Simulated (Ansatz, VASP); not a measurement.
# CaO in VASP and in Ansatz

```
CELL_PARAMETERS angstrom
0.00000 2.52247 2.48574
2.52247 0.00000 2.48574
2.52247 2.52247 0.00000
ATOMIC_POSITIONS crystal
Ca 0.00000 0.00000 0.00000
O 0.50000 0.50000 0.50000
```

Change from the starting cell: strain +0.030 along x and y, +0.015 along z, atoms carried along.

Alike in both runs: task single point; functional PBE; k mesh 8 × 8 × 8; occupations gaussian, width 0.05 eV; no spin polarisation.

|  | VASP | Ansatz |
| --- | --- | --- |
| version | VASP 6.6.1 | Ansatz 0.2.0 |
| potentials or method | VASP PAW PBE potentials, release 64 (Ca_sv, O), cutoff 520 eV | scalar-relativistic, plane waves, PAW |
| valence electrons in the cell | 16 | 16 |

Ansatz gave:

```
gap on the k mesh at the Fermi level (eV)                     : 3.61
least direct gap on the mesh (eV)                             : 3.73
pressure (GPa)                                                : -9.4
traceless stress, the component that is largest in VASP (GPa) : 0.65
```

Question: Which values does VASP return?

Answer: gap on the k mesh at the Fermi level (eV): 3.59; least direct gap on the mesh (eV): 3.72; pressure (GPa): -9.1; traceless stress, the component that is largest in VASP (GPa): 0.69.
